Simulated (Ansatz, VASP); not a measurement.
One calculation of BN, two programs

```
CELL_PARAMETERS angstrom
0.00000 1.94920 1.80481
1.94920 0.00000 1.80481
1.94920 1.94920 0.00000
ATOMIC_POSITIONS crystal
B 0.00000 0.00000 0.00000
N 0.75000 0.75000 0.75000
```

Change from the starting cell: strain +0.080 along x and y, +0.000 along z, atoms carried along.

Alike in both runs: task single point; functional r2SCAN; k mesh 12 × 12 × 12; occupations gaussian, width 0.05 eV; no spin polarisation.

|  | VASP | Ansatz |
| --- | --- | --- |
| version | VASP 6.6.1 | Ansatz 0.2.0 |
| potentials or method | VASP PAW PBE potentials, release 64 (B, N), cutoff 520 eV | scalar-relativistic, plane waves, PAW |
| valence electrons in the cell | 8 | 8 |

|  | VASP | Ansatz | Ansatz less VASP |
| --- | --- | --- | --- |
| gap on the k mesh at the Fermi level (eV) | 3.66 | 3.67 | +0.011 |
| least direct gap on the mesh (eV) | 8.09 | 8.11 | +0.019 |
| pressure (GPa) | -44.8 | -45.3 | -0.57 |
| traceless stress, the component that is largest in VASP (GPa) | 25.52 | 25.60 | +0.082 |

VASP's potentials were made for PBE, not for r2SCAN. Both programs put the cell under strong tension, so it lies far from rest at this level. The functional is the same, so the differences come from potentials, cutoffs and numerics.

Noted on VASP's run: the cell as given lies far from equilibrium.
